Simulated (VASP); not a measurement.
A run of VASP 6.6.1 is set up as follows.

The input INCAR:

```
  ALGO = Normal
  EDIFF = 1E-7
  ENCUT = 520
  GGA = PE
  ISIF = 2
  ISMEAR = 0
  LASPH = T
  LCHARG = F
  LREAL = F
  LWAVE = F
  NBANDS = 25
  NELM = 60
  PREC = Accurate
  SIGMA = 0.1
```

KPOINTS

```
k-points
0
Gamma
  4 4 4
```

Contents of POSCAR:

```
K3TeH
1.0
    5.1655361500      0.0000000000      0.0000000000
    0.0000000000      5.1655361500      0.0000000000
    0.0000000000      0.0000000000      5.1655361500
K Te H
3 1 1
Direct
    0.0000000000      0.5000000000      0.5000000000
    0.5000000000      0.0000000000      0.5000000000
    0.5000000000      0.5000000000      0.0000000000
    0.0000000000      0.0000000000      0.0000000000
    0.5000000000      0.5000000000      0.5000000000
```

Potentials or basis: VASP PAW PBE potentials, release 64 (K_sv, Te, H).

Command:

```console
$ cat potpaw_PBE.64/K_sv/POTCAR potpaw_PBE.64/Te/POTCAR potpaw_PBE.64/H/POTCAR > POTCAR
$ mpirun -np 1 vasp_std > vasp.out
```

Estimate the pressure.

2.6 GPa.

What does it give for the band gap on the k mesh?

3.10 eV (least direct gap 3.37 eV).

Caveat: spin-orbit coupling is left out, which moves the levels of the heavy elements. A k mesh can miss the band edges.
